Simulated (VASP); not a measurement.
A run of VASP 6.6.1 is set up as follows.

Contents of POSCAR:

```
Li
1.0
   -1.7608107418      1.7608107418      1.7608107418
    1.7608107418     -1.7608107418      1.7608107418
    1.7608107418      1.7608107418     -1.7608107418
Li
1
Direct
    0.0000000000      0.0000000000      0.0000000000
```

INCAR.step1

```
PREC = Accurate
ENCUT = 520
ISMEAR = -1
SIGMA = 0.1
LREAL = False
LASPH = True
NELM = 100
NBANDS = 8
GGA = PE
ALGO = Normal
EDIFF = 1E-4
LWAVE = True
LCHARG = False
```

INCAR.step2

```
PREC = Accurate
ENCUT = 520
EDIFF = 1E-6
ISMEAR = -1
SIGMA = 0.1
LREAL = False
LASPH = True
NELM = 100
ALGO = Normal
ISIF = 2
LWAVE = False
LCHARG = False
METAGGA = R2SCAN
LMIXTAU = True
NBANDS = 8
ISTART = 1
```

Contents of KPOINTS:

```
Automatic mesh
0
Gamma
  21 21 21
```

Potentials or basis: VASP PAW PBE potentials, release 64 (Li_sv).

The run is started by

```bash
$ cat potpaw_PBE.64/Li_sv/POTCAR > POTCAR
$ cp INCAR.step1 INCAR
$ mpirun -np 1 vasp_std > vasp.out
$ cp INCAR.step2 INCAR
$ mpirun -np 1 vasp_std > vasp.out
```

(1) Predict the band gap on the k mesh.

Results:

(1) zero (an odd number of electrons rules out a gap without spin polarisation).
